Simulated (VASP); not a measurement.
# Zn (P6_3/mmc) in VASP: further runs

Runs on Zn. Level: PBE. Tasks: electric field gradients.

Everything below comes from runs of VASP 6.6.1. Logs are shortened: lines on timing, memory, paths and dates and some standing lists are left out, and cuts for length are marked.

## Step 1: The cell of the first run

Symmetry: P6_3/mmc, No. 194, hexagonal system. The conventional cell has a = 2.656 Å, b = 2.656 Å, c = 4.930 Å, α = 90.00°, β = 90.00°, γ = 120.00°. Within 3.5 Å of Zn (site symmetry -6m2) lie 12 Zn at 2.66 to 2.90 Å.

## Step 2: Electric field gradients, PBE (15.06 Å³/atom)

File INCAR:

```
SYSTEM = Zn
ALGO = Normal ; EDIFF = 1E-8
ENCUT = 520 ; GGA = PE
ISIF = 2 ; ISMEAR = -1
LASPH = .TRUE. ; LCHARG = .FALSE.
LEFG = .TRUE. ; LREAL = .FALSE.
LWAVE = .FALSE. ; NBANDS = 19
NELM = 100 ; PREC = Accurate
SIGMA = 0.03
```

File KPOINTS:

```
k-points
0
G
  18 18 8
  0 0 0
```

File POSCAR:

```
Zn
1.0
    2.6558856186      0.0000000000      0.0000000000
   -1.3279428093      2.3000644152      0.0000000000
    0.0000000000      0.0000000000      4.9301557293
Zn
2
Direct
    0.3333333333      0.6666666667      0.2500000000
    0.6666666667      0.3333333333      0.7500000000
```

Potentials or basis: VASP PAW PBE potentials, release 64 (Zn).

Command:

```
$ cat potpaw_PBE.64/Zn/POTCAR > POTCAR
$ mpirun -np 1 vasp_std > vasp.out
```

OUTCAR:

```text
SYSTEM = Zn
   EDIFF = 1E-8
   ENCUT = 520
   GGA = PE
   ISIF = 2
   ISMEAR = -1
   LASPH = .TRUE.
   LREAL = .FALSE.
   NELM = 100
   PREC = Accurate

 ion  position               nearest neighbor table
   1  0.333  0.667  0.250-   2 2.90   2 2.90   2 2.90   2 2.90   2 2.90   2 2.90
   2  0.667  0.333  0.750-   1 2.90   1 2.90   1 2.90   1 2.90   1 2.90   1 2.90

  LATTYP: Found a hexagonal cell.
 ALAT       =     2.6558856186
 C/A-ratio  =     1.8563132745

  Lattice vectors:

 A1 = (   2.6558856186,   0.0000000000,   0.0000000000)
 A2 = (  -1.3279428093,   2.3000644152,   0.0000000000)
 A3 = (   0.0000000000,   0.0000000000,   4.9301557293)

Analysis of symmetry for initial positions (statically):
=====================================================================
 Subroutine PRICEL returns:
 Original cell was already a primitive cell.

 Routine SETGRP: Setting up the symmetry group for a
 hexagonal supercell.

 Subroutine GETGRP returns: Found 24 space group operations
 (whereof 12 operations were pure point group operations)
 out of a pool of 24 trial point group operations.

The static configuration has the point symmetry D_3d.
 The point group associated with its full space group is D_6h.

Analysis of symmetry for dynamics (positions and initial velocities):
=====================================================================
 Subroutine PRICEL returns:
 Original cell was already a primitive cell.

 Routine SETGRP: Setting up the symmetry group for a
 hexagonal supercell.

 Subroutine GETGRP returns: Found 24 space group operations
 (whereof 12 operations were pure point group operations)
 out of a pool of 24 trial point group operations.

The dynamic configuration has the point symmetry D_3d.
 The point group associated with its full space group is D_6h.

 Subroutine INISYM returns: Found 24 space group operations
 (whereof 12 operations are pure point group operations),
 and found     1 'primitive' translations

----------------------------------------------------------------------------------------

                                     Primitive cell
[... 123 lines left out ...]
  energy-cutoff  :      520.00
  volume of cell :       30.12
 maximum number of plane-waves:       837
 NGX is ok and might be reduce to    20
   NGX =  9   NGY =  9   NGZ = 19

 number of electron      24.0000013 magnetization

 Free energy of the ion-electron system (eV)
  ---------------------------------------------------
  ext. energy  EPLUGINS =         0.00000000
  ---------------------------------------------------
  free energy    TOTEN  =        -2.21479547 eV

  energy without entropy =       -2.21331257  energy(sigma->0) =       -2.21405402

 E-fermi :   3.3424     XC(G=0): -11.6044

 val. band max:        3.3219275071   @ k =   0.5000   0.0000   0.5000
 cond. band min:       3.3525413864   @ k =   0.3333   0.2222   0.2500
 fundamental gap:      0.0306138793
 Fermi energy:         3.3423527662

 k-point     1 :       0.0000    0.0000    0.0000
  band No.  band energies     occupation
      1      -7.2978      2.00000
      2      -5.4705      2.00000
      3      -4.7603      2.00000
      4      -4.5277      2.00000
      5      -4.5277      2.00000
      6      -4.4768      2.00000
[... 505 lines left out ...]
      6      -4.3820      2.00000
[... 11 lines left out ...]
     18      16.2683      0.00000
     19      17.6025      0.00000

 [... further k-points ...]

------------------------ aborting loop because EDIFF is reached ----------------------------------------

  FORCE on cell =-STRESS in cart. coord.  units (eV):
  Direction    XX          YY          ZZ          XY          YZ          ZX
  --------------------------------------------------------------------------------------
  -------------------------------------------------------------------------------------
  Total        0.0862669      0.0862669      0.2360690      0.0000000      0.0000000      0.0000000
  in kB        4.5892822      4.5892822     12.5585490      0.0000000      0.0000000      0.0000000
  external PRESSURE =       7.2457044 kB  Pullay stress =       0.0000000 kB

 VOLUME and BASIS-vectors are now :
 -----------------------------------------------------------------------------
  energy-cutoff  :      520.00
  volume of cell :       30.12
      direct lattice vectors                 reciprocal lattice vectors
     2.655885619  0.000000000  0.000000000     0.376522239  0.217385216  0.000000000
    -1.327942809  2.300064415  0.000000000     0.000000000  0.434770432  0.000000000
     0.000000000  0.000000000  4.930155729     0.000000000  0.000000000  0.202833349

 POSITION                                       TOTAL-FORCE (eV/Angst)
 -----------------------------------------------------------------------------------
     -0.00000      1.53338      1.23254         0.000000      0.000000      0.000000
      1.32794      0.76669      3.69762        -0.000000      0.000000     -0.000000
 -----------------------------------------------------------------------------------
    total drift:                               -0.000000      0.000000      0.000000

  FREE ENERGIE OF THE ION-ELECTRON SYSTEM (eV)
  ---------------------------------------------------
  free  energy   TOTEN  =        -2.2147954707 eV

  energy  without entropy=       -2.2133125688  energy(sigma->0) =       -2.21405402

 Electric field gradients (V/A^2)
---------------------------------------------------------------------
 ion       V_xx      V_yy      V_zz      V_xy      V_xz      V_yz
---------------------------------------------------------------------
   1     -17.922   -17.917    35.839     0.005     0.000    -0.000
   2     -17.922   -17.917    35.839     0.005    -0.000     0.000
---------------------------------------------------------------------

 Electric field gradients after diagonalization (V/A^2)
 (convention: |V_zz| > |V_xx| > |V_yy|)
----------------------------------------------------------------------
 ion       V_xx      V_yy      V_zz     asymmetry (V_yy - V_xx)/ V_zz
----------------------------------------------------------------------
   1     -17.925   -17.914    35.839       0.000
   2     -17.925   -17.914    35.839       0.000
----------------------------------------------------------------------

           NMR quadrupolar parameters

 Cq : quadrupolar parameter    Cq=e*Q*V_zz/h
 eta: asymmetry parameters     (V_yy - V_xx)/ V_zz
 Q  : nuclear electric quadrupole moment in mb (millibarn)
----------------------------------------------------------------------
 ion       Cq(MHz)       eta       Q (mb)
----------------------------------------------------------------------
   1       0.087       0.000       1.000
   2       0.087       0.000       1.000
----------------------------------------------------------------------
```

OSZICAR:

```text
N       E                     dE             d eps       ncg     rms          rms(c)
DAV:   1     0.114292383462E+03    0.11429E+03   -0.12381E+04  7190   0.200E+03
DAV:   2     0.283549509007E+01   -0.11146E+03   -0.10779E+03  7083   0.297E+02
DAV:   3    -0.239691572254E+01   -0.52324E+01   -0.52113E+01  7828   0.708E+01
DAV:   4    -0.242889807690E+01   -0.31982E-01   -0.31975E-01  7758   0.572E+00
DAV:   5    -0.242893820408E+01   -0.40127E-04   -0.40127E-04  7718   0.184E-01    0.406E+00
DAV:   6    -0.222847839197E+01    0.20046E+00   -0.78483E-01  7834   0.188E+01    0.305E+00
DAV:   7    -0.221927956227E+01    0.91988E-02   -0.26769E-02  8837   0.275E+00    0.157E+00
DAV:   8    -0.221478390173E+01    0.44957E-02   -0.17587E-03  9541   0.633E-01    0.471E-02
DAV:   9    -0.221479237834E+01   -0.84766E-05   -0.22019E-04  9380   0.188E-01    0.353E-02
DAV:  10    -0.221479599364E+01   -0.36153E-05   -0.20783E-05  7413   0.513E-02    0.296E-03
DAV:  11    -0.221479580482E+01    0.18882E-06   -0.95548E-08  8715   0.418E-03    0.178E-03
DAV:  12    -0.221479544694E+01    0.35788E-06   -0.25349E-08  7331   0.286E-03    0.950E-05
DAV:  13    -0.221479546448E+01   -0.17540E-07   -0.41343E-09  4137   0.546E-04    0.554E-05
DAV:  14    -0.221479547074E+01   -0.62578E-08   -0.14366E-10  3818   0.225E-04
   1 F= -.22147955E+01 E0= -.22140540E+01  d E =-.148290E-02
```

stdout:

```text
POSCAR found type information on POSCAR Zn
 POSCAR found :  1 types and       2 ions
 scaLAPACK will be used
 LDA part: xc-table for (Slater+PW92), standard interpolation
 POSCAR, INCAR and KPOINTS ok, starting setup
 FFT: planning ... GRIDC
 FFT: planning ... GRID_SOFT
 FFT: planning ... GRID
 WAVECAR not read
 entering main loop
ion   1

ion   2
```

Wall time 59 s (1 thread of Intel Xeon Platinum 8488C (Sapphire Rapids), shared host); peak memory 0.2 GiB.

Results:

```yaml
Free_energy: -2.2148 eV
Pressure: 0.7 GPa
Band_gap_on_the_k_mesh: zero (bands 12 and 13 overlap by 4.66 eV)
Largest_electric_field_gradient_by_atom: Zn +35.8 V/Å²
```

Stress tensor (GPa, compression positive):
```
0.46 0.00 0.00
0.00 0.46 0.00
0.00 0.00 1.26
```

Electric field gradients, principal values (V/Å²):
| atom | least | middle | greatest (by size) |
| --- | --- | --- | --- |
| 1 Zn | -17.914 | -17.925 | 35.839 |
| 2 Zn | -17.914 | -17.925 | 35.839 |

Caveat: without QUAD_EFG the Cq values of the log hold for a quadrupole moment of 1 mb, not for the nuclei.

## Step 3: Electric field gradients, PBE (15.36 Å³/atom)

This run uses another cell than the first one, of 15.36 Å³/atom.

File INCAR:

```
PREC = Accurate
ENCUT = 520
EDIFF = 1E-8
ISMEAR = -1
SIGMA = 0.03
LREAL = False
LASPH = True
NELM = 60
ALGO = Normal
ISIF = 2
LWAVE = False
LCHARG = False
GGA = PE
LEFG = True
NBANDS = 19
```

File KPOINTS:

```
Automatic mesh
0
Gamma
  18 18 8
```

File POSCAR:

```
Zn
1.0
    2.6736512679      0.0000000000      0.0000000000
   -1.3368256340      2.3154499188      0.0000000000
    0.0000000000      0.0000000000      4.9631343400
Zn
2
Direct
    0.3333333333      0.6666666667      0.2500000000
    0.6666666667      0.3333333333      0.7500000000
```

Potentials or basis: VASP PAW PBE potentials, release 64 (Zn).

Command:

```
$ cat potpaw_PBE.64/Zn/POTCAR > POTCAR
$ mpirun -np 1 vasp_std > vasp.out
```

OUTCAR:

```text
PREC = Accurate
   ENCUT = 520
   EDIFF = 1E-8
   ISMEAR = -1
   LREAL = False
   LASPH = True
   NELM = 60
   ISIF = 2
   GGA = PE

 ion  position               nearest neighbor table
   1  0.333  0.667  0.250-   2 2.92   2 2.92   2 2.92   2 2.92   2 2.92   2 2.92
   2  0.667  0.333  0.750-   1 2.92   1 2.92   1 2.92   1 2.92   1 2.92   1 2.92

  LATTYP: Found a hexagonal cell.
 ALAT       =     2.6736512679
 C/A-ratio  =     1.8563132745

  Lattice vectors:

 A1 = (   2.6736512679,   0.0000000000,   0.0000000000)
[... 743 lines left out ...]
  ---------------------------------------------------
  free  energy   TOTEN  =        -2.2147296763 eV

  energy  without entropy=       -2.2132216798  energy(sigma->0) =       -2.21397568

 Electric field gradients (V/A^2)
---------------------------------------------------------------------
 ion       V_xx      V_yy      V_zz      V_xy      V_xz      V_yz
---------------------------------------------------------------------
   1     -17.261   -17.254    34.515     0.006     0.000    -0.000
   2     -17.261   -17.254    34.515     0.006    -0.000     0.000
---------------------------------------------------------------------

 Electric field gradients after diagonalization (V/A^2)
 (convention: |V_zz| > |V_xx| > |V_yy|)
----------------------------------------------------------------------
 ion       V_xx      V_yy      V_zz     asymmetry (V_yy - V_xx)/ V_zz
----------------------------------------------------------------------
   1     -17.265   -17.250    34.515       0.000
   2     -17.265   -17.250    34.515       0.000
----------------------------------------------------------------------

           NMR quadrupolar parameters

 Cq : quadrupolar parameter    Cq=e*Q*V_zz/h
 eta: asymmetry parameters     (V_yy - V_xx)/ V_zz
 Q  : nuclear electric quadrupole moment in mb (millibarn)
----------------------------------------------------------------------
 ion       Cq(MHz)       eta       Q (mb)
----------------------------------------------------------------------
   1       0.083       0.000       1.000
   2       0.083       0.000       1.000
----------------------------------------------------------------------
```

stdout:

```text
POSCAR found type information on POSCAR Zn
 POSCAR found :  1 types and       2 ions
 scaLAPACK will be used
 LDA part: xc-table for (Slater+PW92), standard interpolation
 POSCAR, INCAR and KPOINTS ok, starting setup
 FFT: planning ... GRIDC
 FFT: planning ... GRID_SOFT
 FFT: planning ... GRID
 WAVECAR not read
 entering main loop
ion   1

ion   2
```

Run time: 60 s. Hardware: 1 thread of Intel Xeon Platinum 8488C (Sapphire Rapids), shared host; peak memory 0.2 GiB.

What came out:

```yaml
Free_energy: -2.2147 eV
Pressure: -0.7 GPa
Band_gap_on_the_k_mesh: zero (bands 12 and 13 overlap by 4.66 eV)
Largest_electric_field_gradient_by_atom: Zn +34.5 V/Å²
```

Stress tensor (GPa, compression positive):
```
-1.15  0.00  0.00
 0.00 -1.15  0.00
 0.00  0.00  0.09
```

Levels at points of the mesh, in eV from the Fermi level:
| k point | band 8 | band 9 | band 10 | band 11 | band 12 | band 13 | band 14 | band 15 | band 16 | band 17 |
| --- | --- | --- | --- | --- | --- | --- | --- | --- | --- | --- |
| (0.00, 0.00, 0.00) | -7.45 | -7.45 | -7.24 | -7.24 | -3.74 | -3.21 | 13.37 | 16.99 | 17.13 | 17.13 |
| (0.50, 0.00, 0.00) | -7.25 | -7.07 | -7.05 | -2.97 | -2.32 | 2.44 | 3.38 | 3.87 | 5.52 | 9.91 |
| (0.00, 0.00, 0.50) | -7.75 | -7.33 | -7.33 | -7.33 | -7.33 | 4.40 | 4.40 | 18.41 | 18.41 | 18.41 |
| (0.50, 0.00, 0.50) | -7.26 | -7.06 | -7.06 | -1.99 | -1.99 | -0.06 | -0.06 | 9.91 | 9.91 | 11.71 |

Electric field gradients, principal values (V/Å²):
```tsv
atom	least	middle	greatest (by size)
1 Zn	-17.250	-17.265	34.515
2 Zn	-17.250	-17.265	34.515
```

Caveat: without QUAD_EFG the Cq values of the log hold for a quadrupole moment of 1 mb, not for the nuclei.

(Continued in part 2 of 3.)

The gap in the log of VASP goes by the Fermi energy; the results here count the filled bands.